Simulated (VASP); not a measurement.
**Au: single point with PBE**

The system is Au.

```
CELL_PARAMETERS angstrom
1.65346 -5.24510 0.00000
1.65346 5.24510 0.00000
0.00000 0.00000 4.37591
ATOMIC_POSITIONS crystal
Au 0.09800 0.90200 0.91000
Au 0.59800 0.40200 0.59000
Au 0.90200 0.09800 0.09000
Au 0.40200 0.59800 0.41000
```

| Item | Value |
| --- | --- |
| Program | VASP 6.6.1 |
| Task | single point |
| Functional | PBE |
| Potentials or basis | VASP PAW PBE potentials, release 64 (Au) |
| Cutoff | 520 eV |
| k mesh | 6 × 6 × 4 |
| Occupations | gaussian, width 0.1 eV |
| Spin | no spin polarisation |

The pressure is 101.7 GPa and the largest force is 15.235 eV/Å. The band gap on the k mesh is zero (band 22 reaches 9.47 eV, above the bottom of band 23 at 7.29 eV).

Forces in eV/Å, atoms in the order of the input:
```
Au    0.000  -9.982  11.509
Au    0.000  -9.982 -11.509
Au    0.000   9.982 -11.509
Au    0.000   9.982  11.509
```

Stress tensor (GPa, compression positive):
```
126.53   0.00   0.00
  0.00  79.86   0.00
  0.00   0.00  98.56
```

Levels at points of the mesh, in eV from the Fermi level:
```tsv
k point	band 20	band 21	band 22	band 23	band 24	band 25
(0.00, 0.00, 0.00)	-0.72	-0.58	-0.19	0.12	3.32	3.63
(0.50, 0.00, 0.00)	-1.43	-1.33	-1.33	1.68	1.68	5.64
(0.50, 0.50, 0.00)	-0.69	-0.63	-0.20	3.89	4.02	4.63
(0.00, 0.00, 0.50)	-1.31	-1.28	-1.28	1.58	1.58	4.52
(0.50, 0.00, 0.50)	-1.32	-0.51	-0.51	1.36	1.36	3.76
(0.50, 0.50, 0.50)	-1.39	-1.28	-1.28	-0.94	-0.94	9.29
```

It took 98 s on 1 thread of Intel(R) Xeon(R) Platinum 8259CL CPU @ 2.50GHz (Skylake/Cascade Lake), with other jobs on the host, peak memory 0.27 GiB.

Caveat: spin-orbit coupling is left out, which moves the levels of the heavy elements; forces of over 1 eV/Å act on the atoms, so gaps and moduli don't describe the material at rest.
